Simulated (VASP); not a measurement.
# Li16F (a cell with a defect) in VASP: notebook, part 2 of 4

VASP 6.6.1. Earlier steps stand in the parts before.

## (3) Single point, PBE

Input file INCAR:

```
SYSTEM = Li16F
ALGO     = Normal         ! electronic algorithm
EDIFF    = 1E-6           ! SCF threshold, eV
ENCUT    = 520            ! plane-wave cutoff, eV
GGA      = PE             ! functional
ISIF     = 2              ! what is computed and relaxed
ISMEAR   = 0              ! smearing method
LASPH    = .True.         ! aspherical terms in the spheres
LCHARG   = .False.        ! write CHGCAR
LREAL    = Auto         
LWAVE    = .False.        ! write WAVECAR
NBANDS   = 42             ! bands
NELM     = 100            ! most SCF steps
PREC     = Accurate       ! precision mode
SIGMA    = 0.15           ! smearing width, eV
```

Input file KPOINTS:

```
k-points
0
Gamma
  3 3 3
  0 0 0
```

Input file POSCAR:

```
Li16F
1.0
    6.9800000000      0.0000000000      0.0000000000
    0.0000000000      6.9800000000      0.0000000000
    0.0000000000      0.0000000000      6.9800000000
Li F
16 1
Direct
    0.0004292264      0.0177862464     -0.0240716332
    0.5003969914      0.0075767908      0.0144346705
    0.0004369628      0.4828538682     -0.0239868195
    0.0004372493     -0.0192160458      0.5036657593
    0.2461163324      0.2501161891      0.2540957020
    0.5004054441      0.4928064470      0.0143713467
    0.5001780802     -0.0042230659      0.4959564470
    0.7547183381      0.2501174785      0.2541964183
    0.0004110315      0.5197174785      0.5036282235
    0.2306017192      0.7502812321      0.2465342407
    0.2580825215      0.2502398281      0.7359087393
    0.5001795129      0.5047454155      0.4958975645
    0.7701871060      0.7502553009      0.2465806590
    0.7425293696      0.2502481375      0.7360058739
    0.2678442693      0.7502650430      0.7743085960
    0.7331962751      0.7502732092      0.7741441261
    0.0001617479      0.7501124642      0.3752948424
```

Potentials or basis: VASP PAW PBE potentials, release 64 (Li_sv, F).

Run with:

```console
cat potpaw_PBE.64/Li_sv/POTCAR potpaw_PBE.64/F/POTCAR > POTCAR
mpirun -np 1 vasp_std > vasp.out
```

OUTCAR:

```text
SYSTEM = Li16F
   EDIFF = 1E-6
   ENCUT = 520
   GGA = PE
   ISIF = 2
   ISMEAR = 0
   LASPH = .True.
   LREAL = Auto
   NELM = 100
   PREC = Accurate

 ion  position               nearest neighbor table
   1  0.000  0.018  0.976-
   2  0.500  0.008  0.014-
   3  0.000  0.483  0.976-
   4  0.000  0.981  0.504-  17 1.84
   5  0.246  0.250  0.254-
   6  0.500  0.493  0.014-
   7  0.500  0.996  0.496-
   8  0.755  0.250  0.254-
   9  0.000  0.520  0.504-  17 1.84
  10  0.231  0.750  0.247-  17 1.84
  11  0.258  0.250  0.736-
  12  0.500  0.505  0.496-
  13  0.770  0.750  0.247-  17 1.84
  14  0.743  0.250  0.736-
  15  0.268  0.750  0.774-
  16  0.733  0.750  0.774-
  17  0.000  0.750  0.375-  13 1.84   9 1.84  10 1.84   4 1.84

  LATTYP: Found a simple cubic cell.
 ALAT       =     6.9800000000

  Lattice vectors:

 A1 = (   6.9800000000,   0.0000000000,   0.0000000000)
 A2 = (   0.0000000000,   6.9800000000,   0.0000000000)
 A3 = (   0.0000000000,   0.0000000000,   6.9800000000)

Analysis of symmetry for initial positions (statically):
=====================================================================
 Subroutine PRICEL returns:
 Original cell was already a primitive cell.

 Routine SETGRP: Setting up the symmetry group for a
 simple cubic supercell.

 Subroutine GETGRP returns: Found  1 space group operations
 (whereof  1 operations were pure point group operations)
 out of a pool of 48 trial point group operations.

The static configuration has the point symmetry C_1 .

Analysis of symmetry for dynamics (positions and initial velocities):
=====================================================================
 Subroutine PRICEL returns:
 Original cell was already a primitive cell.

 Routine SETGRP: Setting up the symmetry group for a
 simple cubic supercell.

 Subroutine GETGRP returns: Found  1 space group operations
 (whereof  1 operations were pure point group operations)
 out of a pool of 48 trial point group operations.

The dynamic configuration has the point symmetry C_1 .

 Subroutine INISYM returns: Found  1 space group operations
 (whereof  1 operations are pure point group operations),
 and found     1 'primitive' translations

----------------------------------------------------------------------------------------

                                     Primitive cell

  volume of cell :     340.0684

  direct lattice vectors                    reciprocal lattice vectors
     6.980000000  0.000000000  0.000000000     0.143266476  0.000000000  0.000000000
     0.000000000  6.980000000  0.000000000     0.000000000  0.143266476  0.000000000
     0.000000000  0.000000000  6.980000000     0.000000000  0.000000000  0.143266476

  length of vectors
     6.980000000  6.980000000  6.980000000     0.143266476  0.143266476  0.143266476

  position of ions in fractional coordinates (direct lattice)
     0.000429226  0.017786246  0.975928367
     0.500396991  0.007576791  0.014434671
     0.000436963  0.482853868  0.976013180
     0.000437249  0.980783954  0.503665759
[... 67 lines left out ...]
  0.000000  0.333333  0.333333      2.000000
  0.333333  0.000000  0.333333      2.000000
 -0.333333  0.333333  0.000000      2.000000
 -0.333333  0.000000  0.333333      2.000000
  0.000000 -0.333333  0.333333      2.000000
  0.333333  0.333333  0.333333      2.000000
 -0.333333  0.333333  0.333333      2.000000
 -0.333333 -0.333333  0.333333      2.000000
  0.333333 -0.333333  0.333333      2.000000
   k-points           NKPTS =     14   k-points in BZ     NKDIM =     14   number of bands    NBANDS=     42
   number of dos      NEDOS =    301   number of ions     NIONS =     17
   total plane-waves  NPLWV = 157464
   dimension x,y,z NGX =    54 NGY =   54 NGZ =   54
   dimension x,y,z NGXF=   108 NGYF=  108 NGZF=  108
   ions per type =              16   1
   NGX,Y,Z   is equivalent  to a cutoff of  12.86, 12.86, 12.86 a.u.
   NGXF,Y,Z  is equivalent  to a cutoff of  25.72, 25.72, 25.72 a.u.
 SYSTEM =  Li16F
   PREC   = accura    normal or accurate (medium, high low for compatibility)
   ISTART =      0    job   : 0-new  1-cont  2-samecut
   ICHARG =      2    charge: 1-file 2-atom 10-const
   ISPIN  =      1    spin polarized calculation?
   LNONCOLLINEAR =      F non collinear calculations
   LSORBIT =      F    spin-orbit coupling
   LASPH  =      T    aspherical Exc in radial PAW
   ENCUT  =  520.0 eV  38.22 Ry    6.18 a.u.  12.98 12.98 12.98*2*pi/ulx,y,z
   NELM   =    100;   NELMIN=  2; NELMDL= -5     # of ELM steps
   EDIFF  = 0.1E-05   stopping-criterion for ELM
   LREAL  =      T    real-space projection
   EDIFFG = 0.1E-04   stopping-criterion for IOM
   NSW    =      0    number of steps for IOM
   IBRION =     -1    ionic relax: 0-MD 1-quasi-New 2-CG
   NFREE  =      0    steps in history (QN), initial steepest desc. (CG)
   ISIF   =      2    stress and relaxation
   ISYM   =      2    0-nonsym 1-usesym 2-fastsym
   POTIM  = 0.5000    time-step for ionic-motion
   TEBEG  =    0.0;   TEEND  =   0.0 temperature during run
   PSTRESS=    0.0 pullay stress
   NELECT =      55.0000    total number of electrons
   NUPDOWN=      -1.0000    fix difference up-down
   EMIN   =  10.00;   EMAX   =-10.00  energy-range for DOS
   EFERMI =   0.00;   METHOD = LEGACY
   ISMEAR =     0;   SIGMA  =   0.15  broadening in eV -4-tet -1-fermi 0-gaus
   EFERMI_NEDOS =   21; number of points for ismear=-14 and -15
   IALGO  =     38    algorithm
   IMIX   =      4    mixing-type and parameters
     AMIX     =   0.40;   BMIX     =  1.00
     AMIX_MAG =   1.60;   BMIX_MAG =  1.00
  volume/ion in A,a.u.               =      20.00       134.99
  Fermi-wavevector in a.u.,A,eV,Ry     =   0.891950  1.685540 10.824442  0.795574
  Thomas-Fermi vector in A             =   2.013836
   LORBIT       =      0    0 simple, 1 ext, 2 COOP (PROOUT), +10 PAW based schemes
   GGA     = PE    functional components
   LHFCALC =     F    Hartree Fock is set to
   AEXX    =    0.0000 exact exchange contribution
   IVDW    =     0    specifies the selected vdW correction
   LEPSILON=     F    determine dielectric tensor
   LRPA    =     F    only Hartree local field effects (RPA)
 non-spin polarized calculation
 Gauss-broadening in eV      SIGMA  =   0.15
  energy-cutoff  :      520.00
  volume of cell :      340.07
 maximum number of plane-waves:      9180
 NGX is ok and might be reduce to    54
   NGX = 25   NGY = 25   NGZ = 25

 number of electron      54.9999995 magnetization

 Free energy of the ion-electron system (eV)
  ---------------------------------------------------
  ext. energy  EPLUGINS =         0.00000000
  ---------------------------------------------------
  free energy    TOTEN  =       -37.54090594 eV

  energy without entropy =      -37.43117493  energy(sigma->0) =      -37.48604044

 E-fermi :   0.7003     XC(G=0):  -7.0335

 val. band max:        0.6117582885   @ k =  -0.3333   0.3333   0.3333
 cond. band min:       0.7349268541   @ k =   0.0000  -0.3333   0.3333
 fundamental gap:      0.1231685656
 Fermi energy:         0.7003063413

 k-point     1 :       0.0000    0.0000    0.0000
  band No.  band energies     occupation
      1     -45.9751      2.00000
      2     -45.9673      2.00000
      3     -45.9641      2.00000
      4     -45.9632      2.00000
      5     -45.9617      2.00000
      6     -45.9596      2.00000
[... 577 lines left out ...]
     38       3.9632      0.00000
     39       4.1177      0.00000
 [bands above 39 left out]

------------------------ aborting loop because EDIFF is reached ----------------------------------------

  FORCE on cell =-STRESS in cart. coord.  units (eV):
  Direction    XX          YY          ZZ          XY          YZ          ZX
  --------------------------------------------------------------------------------------
  -------------------------------------------------------------------------------------
  Total       -0.3589125     -0.3606499     -0.7191415      0.0000510     -0.0050274      0.0074103
  in kB       -1.6909581     -1.6991440     -3.3881189      0.0002401     -0.0236856      0.0349123
  external PRESSURE =      -2.2594070 kB  Pullay stress =       0.0000000 kB

 VOLUME and BASIS-vectors are now :
 -----------------------------------------------------------------------------
  energy-cutoff  :      520.00
  volume of cell :      340.07
      direct lattice vectors                 reciprocal lattice vectors
     6.980000000  0.000000000  0.000000000     0.143266476  0.000000000  0.000000000
     0.000000000  6.980000000  0.000000000     0.000000000  0.143266476  0.000000000
     0.000000000  0.000000000  6.980000000     0.000000000  0.000000000  0.143266476

 POSITION                                       TOTAL-FORCE (eV/Angst)
 -----------------------------------------------------------------------------------
      0.00300      0.12415      6.81198        -0.000902     -0.002788     -0.001373
      3.49277      0.05289      0.10075         0.001577     -0.000183     -0.006976
      0.00305      3.37032      6.81257        -0.000102      0.000881     -0.001576
      0.00305      6.84587      3.51559        -0.000992      0.011908     -0.000195
      1.71789      1.74581      1.77359        -0.007762      0.001196      0.006064
      3.49283      3.43979      0.10031         0.000846      0.000333     -0.005608
[... 9 lines left out ...]
      5.11771      5.23691      5.40353         0.002606      0.000233      0.007184
      0.00113      5.23579      2.61956         0.007063      0.004735      0.000387
 -----------------------------------------------------------------------------------
    total drift:                               -0.000964      0.003972      0.022858

  FREE ENERGIE OF THE ION-ELECTRON SYSTEM (eV)
  ---------------------------------------------------
  free  energy   TOTEN  =       -37.5409059413 eV

  energy  without entropy=      -37.4311749326  energy(sigma->0) =      -37.48604044
```

Run time: 3.1 min. Hardware: 1 thread of AMD EPYC 9R45 (Zen 5), shared host; peak memory 0.39 GiB.

Results:

- Free energy: -37.5409 eV
- Largest force: 0.018 eV/Å

Forces in eV/Å, atoms in the order of the input:
```
Li  -0.001 -0.003 -0.001
Li   0.002  0.000 -0.007
Li   0.000  0.001 -0.002
Li  -0.001  0.012  0.000
Li  -0.008  0.001  0.006
Li   0.001  0.000 -0.006
Li   0.002 -0.002 -0.002
Li   0.007  0.001  0.006
Li   0.000 -0.018  0.001
Li   0.009  0.000 -0.007
Li  -0.003 -0.001  0.005
Li   0.002  0.003 -0.004
Li  -0.015  0.001 -0.009
Li   0.001 -0.001  0.005
Li  -0.005  0.001  0.006
Li   0.003  0.000  0.007
F    0.007  0.005  0.000
```

Caveat: the cutoff is under 1.25 times the usual one of these potentials, so pressure, stress and relaxed cells hold a basis-set (Pulay) error; an odd number of electrons without spin polarisation forces a metal; a magnetic or distorted state may lie lower.

## (4) Single point, PBE

Input file INCAR:

```
SYSTEM = Li16F
PREC     = Accurate       ! precision mode
ENCUT    = 520            ! plane-wave cutoff, eV
EDIFF    = 1E-6           ! SCF threshold, eV
ISMEAR   = 0              ! smearing method
SIGMA    = 0.15           ! smearing width, eV
LREAL    = Auto         
LASPH    = .TRUE.         ! aspherical terms in the spheres
NELM     = 80             ! most SCF steps
ALGO     = Normal         ! electronic algorithm
ISIF     = 2              ! what is computed and relaxed
LWAVE    = .FALSE.        ! write WAVECAR
LCHARG   = .FALSE.        ! write CHGCAR
GGA      = PE             ! functional
NBANDS   = 42             ! bands
```

Input file KPOINTS:

```
regular mesh
0
G
  3 3 3
  0 0 0
```

Input file POSCAR:

```
Li16F
1.0
    6.9800000000      0.0000000000      0.0000000000
    0.0000000000      6.9800000000      0.0000000000
    0.0000000000      0.0000000000      6.9800000000
Li F
16 1
Direct
   -0.0005184814      0.0034419771      0.0199558739
    0.4997842407     -0.0045153295      0.0045965616
   -0.0006591691      0.4754696275     -0.0174425501
   -0.0005250716      0.0034712034      0.4802349570
    0.2669412607      0.2741312321      0.2501127507
    0.4994938395      0.5135472779     -0.0081581662
    0.4997911175     -0.0045088825      0.4955945559
    0.7316194842      0.2741959885      0.2501093123
   -0.0006567335      0.4754514327      0.5176853868
    0.2299550143      0.7462054441      0.2500767908
    0.2573244986      0.2359263610      0.7500846705
    0.4994982808      0.5135968481      0.5082836676
    0.7688616046      0.7459568768      0.2500832378
    0.7418881089      0.2356474212      0.7500808023
    0.2447174785      0.7543199140      0.7500330946
    0.7541111748      0.7542607450      0.7500265043
   -0.0003802292      0.8745289398      0.2500527221
```

Potentials or basis: VASP PAW PBE potentials, release 64 (Li_sv, F).

Run with:

```console
cat potpaw_PBE.64/Li_sv/POTCAR potpaw_PBE.64/F/POTCAR > POTCAR
mpirun -np 1 vasp_std > vasp.out
```

OUTCAR:

```text
SYSTEM = Li16F
   PREC = Accurate
   ENCUT = 520
   EDIFF = 1E-6
   ISMEAR = 0
   LREAL = Auto
   LASPH = .TRUE.
   NELM = 80
   ISIF = 2
   GGA = PE

 ion  position               nearest neighbor table
   1  0.999  0.003  0.020-  17 1.84
   2  0.500  0.995  0.005-
   3  0.999  0.475  0.983-
   4  0.999  0.003  0.480-  17 1.84
   5  0.267  0.274  0.250-
   6  0.499  0.514  0.992-
   7  0.500  0.995  0.496-
   8  0.732  0.274  0.250-
   9  0.999  0.475  0.518-
  10  0.230  0.746  0.250-  17 1.84
  11  0.257  0.236  0.750-
  12  0.499  0.514  0.508-
  13  0.769  0.746  0.250-  17 1.84
  14  0.742  0.236  0.750-
  15  0.245  0.754  0.750-
  16  0.754  0.754  0.750-
  17  1.000  0.875  0.250-  10 1.84   1 1.84   4 1.84  13 1.84

  LATTYP: Found a simple cubic cell.
 ALAT       =     6.9800000000

  Lattice vectors:

[... 195 lines left out ...]

  energy without entropy =      -37.43104351  energy(sigma->0) =      -37.48598191

 E-fermi :   0.7006     XC(G=0):  -7.0335

 val. band max:        0.6125677600   @ k =   0.3333   0.3333   0.3333
 cond. band min:       0.7356998442   @ k =  -0.3333   0.3333   0.0000
 fundamental gap:      0.1231320842
 Fermi energy:         0.7006262029

 k-point     1 :       0.0000    0.0000    0.0000
  band No.  band energies     occupation
      1     -45.9755      2.00000
      2     -45.9671      2.00000
      3     -45.9636      2.00000
      4     -45.9629      2.00000
      5     -45.9613      2.00000
      6     -45.9606      2.00000
[... 577 lines left out ...]
     38       3.9636      0.00000
     39       4.1194      0.00000
 [bands above 39 left out]

------------------------ aborting loop because EDIFF is reached ----------------------------------------

  FORCE on cell =-STRESS in cart. coord.  units (eV):
  Direction    XX          YY          ZZ          XY          YZ          ZX
  --------------------------------------------------------------------------------------
  -------------------------------------------------------------------------------------
  Total       -0.3717779     -0.7190044     -0.3531093     -0.0071126     -0.0016496     -0.0009101
  in kB       -1.7515717     -3.3874733     -1.6636174     -0.0335099     -0.0077716     -0.0042879
  external PRESSURE =      -2.2675541 kB  Pullay stress =       0.0000000 kB

 VOLUME and BASIS-vectors are now :
 -----------------------------------------------------------------------------
  energy-cutoff  :      520.00
  volume of cell :      340.07
      direct lattice vectors                 reciprocal lattice vectors
     6.980000000  0.000000000  0.000000000     0.143266476  0.000000000  0.000000000
     0.000000000  6.980000000  0.000000000     0.000000000  0.143266476  0.000000000
     0.000000000  0.000000000  6.980000000     0.000000000  0.000000000  0.143266476

 POSITION                                       TOTAL-FORCE (eV/Angst)
 -----------------------------------------------------------------------------------
      6.97638      0.02403      0.13929        -0.000913      0.001653     -0.014706
      3.48849      6.94848      0.03208        -0.004194     -0.001819      0.002183
      6.97540      3.31878      6.85825         0.000269     -0.000351      0.003686
      6.97634      0.02423      3.35204        -0.000620      0.000871      0.013228
      1.86325      1.91344      1.74579        -0.003052      0.005760     -0.000513
      3.48647      3.58456      6.92306        -0.000948      0.000710      0.003228
[... 9 lines left out ...]
      5.26370      5.26474      5.23519         0.007929      0.003923      0.000166
      6.97735      6.10421      1.74537        -0.005839     -0.002501      0.000536
 -----------------------------------------------------------------------------------
    total drift:                               -0.002458      0.018787      0.001125

  FREE ENERGIE OF THE ION-ELECTRON SYSTEM (eV)
  ---------------------------------------------------
  free  energy   TOTEN  =       -37.5409203090 eV

  energy  without entropy=      -37.4310435088  energy(sigma->0) =      -37.48598191
```

OSZICAR:

```text
N       E                     dE             d eps       ncg     rms          rms(c)
DAV:   1     0.384226415397E+03    0.38423E+03   -0.23359E+04  1184   0.130E+03
DAV:   2     0.535217207007E+02   -0.33070E+03   -0.31240E+03  1192   0.356E+02
DAV:   3    -0.166667539888E+02   -0.70188E+02   -0.68646E+02  1834   0.993E+01
DAV:   4    -0.354419243222E+02   -0.18775E+02   -0.18630E+02  2116   0.647E+01
DAV:   5    -0.386156271889E+02   -0.31737E+01   -0.31728E+01  1918   0.185E+01    0.589E+00
DAV:   6    -0.375608462517E+02    0.10548E+01   -0.55260E+00  1704   0.916E+00    0.195E+00
DAV:   7    -0.375575195345E+02    0.33267E-02   -0.46488E-01  1712   0.213E+00    0.132E+00
DAV:   8    -0.375452911369E+02    0.12228E-01   -0.12893E-01  1710   0.133E+00    0.473E-01
DAV:   9    -0.375409577969E+02    0.43333E-02   -0.51471E-02  1856   0.663E-01    0.180E-01
DAV:  10    -0.375409130176E+02    0.44779E-04   -0.82159E-03  1720   0.283E-01    0.693E-02
DAV:  11    -0.375409926468E+02   -0.79629E-04   -0.18638E-03  1768   0.133E-01    0.605E-02
DAV:  12    -0.375409199800E+02    0.72667E-04   -0.58949E-04  1824   0.744E-02    0.833E-03
DAV:  13    -0.375409202924E+02   -0.31238E-06   -0.41999E-05  1712   0.213E-02    0.449E-03
DAV:  14    -0.375409203090E+02   -0.16653E-07   -0.31942E-06  1336   0.833E-03
   1 F= -.37540920E+02 E0= -.37485982E+02  d E =-.109877E+00
```

Run time: 3.2 min. Hardware: 1 thread of AMD EPYC 9R45 (Zen 5), shared host; peak memory 0.39 GiB.

Results:

- Free energy: -37.5409 eV
- Largest force: 0.018 eV/Å

Forces on the atoms (eV/Å):
```
Li  -0.001  0.002 -0.015
Li  -0.004 -0.002  0.002
Li   0.000  0.000  0.004
Li  -0.001  0.001  0.013
Li  -0.003  0.006 -0.001
Li  -0.001  0.001  0.003
Li  -0.004 -0.002 -0.001
Li   0.006  0.006  0.001
Li   0.001  0.000 -0.004
Li   0.014 -0.012  0.001
Li  -0.002 -0.001  0.000
Li  -0.001  0.001 -0.004
Li  -0.004 -0.004  0.000
Li   0.003  0.000 -0.001
Li  -0.004  0.004  0.000
Li   0.008  0.004  0.000
F   -0.006 -0.003  0.001
```

Caveat: the cutoff is under 1.25 times the usual one of these potentials, so pressure, stress and relaxed cells hold a basis-set (Pulay) error; an odd number of electrons without spin polarisation forces a metal; a magnetic or distorted state may lie lower.

[end of part 2 of 4]
